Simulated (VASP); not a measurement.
Input of a VASP 6.6.1 run:

The input INCAR:

```
SYSTEM = WC
PREC = Accurate ; ENCUT = 520
EDIFF = 1E-6 ; ISMEAR = 0
SIGMA = 0.15 ; LREAL = .False.
LASPH = .True. ; NELM = 80
ALGO = Normal ; ISIF = 2
LWAVE = .False. ; LCHARG = .True.
GGA = PS ; LELF = .True.
LVHAR = .True. ; NBANDS = 16
```

File KPOINTS:

```
Automatic mesh
0
Gamma
  12 12 12
  0 0 0
```

Contents of POSCAR:

```
WC
1.0
    2.8987269201     -0.0000044833      0.0000042014
   -1.4493673427      2.5103732883     -0.0000032362
    0.0000040987     -0.0000012791      2.8275940181
W C
1 1
Direct
   -0.0000000543      0.0000002093      0.0000006796
    0.6666667210      0.3333331240      0.4999993204
```

Potentials or basis: VASP PAW PBE potentials, release 64 (W_sv, C).

Launch:

```sh
$ cat potpaw_PBE.64/W_sv/POTCAR potpaw_PBE.64/C/POTCAR > POTCAR
$ mpirun -np 1 vasp_std > vasp.out
```

Problem. Estimate the band gap on the k mesh.

Solution. Zero (bands 9 and 10 overlap by 1.23 eV).

Problem. What does it give for the pressure?

Solution. 1.3 GPa.

Stress tensor (GPa, compression positive):
```
1.18 0.00 0.00
0.00 1.18 0.00
0.00 0.00 1.48
```

Caveat: the PAW data sets were made with another functional, which shifts forces and pressure a little; spin-orbit coupling is left out, which moves the levels of the heavy elements.
